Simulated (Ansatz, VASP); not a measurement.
## MoS2: VASP beside Ansatz

File INCAR:

```
SYSTEM = MoS2
PREC = Accurate
ENCUT = 500
EDIFF = 1E-6
ISMEAR = 0
SIGMA = 0.05
LREAL = .False.
LASPH = .True.
NELM = 120
ALGO = Normal
ISIF = 2
LWAVE = .False.
LCHARG = .False.
GGA = PE
IVDW = 12
NBANDS = 20
GGA_COMPAT = .False.
```

KPOINTS

```
regular mesh
0
Gamma
  12 12 6
  0 0 0
```

The input POSCAR:

```
MoS2
1.0
    3.1909927091      0.0000000000      0.0000000000
   -1.5954963546      2.7634807494      0.0000000000
    0.0000000000      0.0000000000      6.2138201025
Mo S
1 2
Direct
    0.0000000000      0.0000000000      0.0000000000
    0.3333333333      0.6666666667      0.2357940733
    0.3333333333      0.6666666667      0.7642059267
```

Input for Ansatz:

```yaml
crystal:
  lattice:
    - [3.1909927091, 0.0, 0.0]
    - [-1.5954963546, 2.7634807494, 0.0]
    - [0.0, 0.0, 6.2138201025]
  atoms:
    - { symbol: Mo, position: [0.0, 0.0, 0.0] }
    - { symbol: S, position: [0.3333333333, 0.6666666667, 0.2357940733] }
    - { symbol: S, position: [0.3333333333, 0.6666666667, 0.7642059267] }
basis:
  ecutwfc: 420
kpoints:
  mp_grid: { grid: [12, 12, 6] }
hamiltonian:
  xc: pbe
  dispersion: d3bj
scf:
  occupations: { method: gaussian, width: 0.05 }
output:
  forces: true
  stress: true
  eigenvalues: true
  write_density: true
  write_potential: true
  elf: true
  volumetric_format: npy
```

Alike in both runs: task single point; functional PBE; dispersion D3(BJ); k mesh 12 × 12 × 6; occupations gaussian, width 0.05 eV; no spin polarisation.

|  | VASP | Ansatz |
| --- | --- | --- |
| version | VASP 6.6.1 | Ansatz 0.2.0 |
| potentials or method | VASP PAW PBE potentials, release 64 (Mo_sv, S), cutoff 500 eV | scalar-relativistic, plane waves, PAW |
| valence electrons in the cell | 26 | 26 |

|  | VASP | Ansatz | Ansatz less VASP |
| --- | --- | --- | --- |
| gap on the k mesh at the Fermi level (eV) | 0.22 | 0.20 | -0.019 |
| least direct gap on the mesh (eV) | 1.44 | 1.43 | -0.004 |
| pressure (GPa) | 7.2 | 7.4 | +0.18 |
| traceless stress, the component that is largest in VASP (GPa) | 10.05 | 10.10 | +0.048 |
| rms of the force components (eV/Å) | 0.794 | 0.804 | +0.0098 |

Atom by atom the forces differ by 0.010 eV/Å (rms over components).
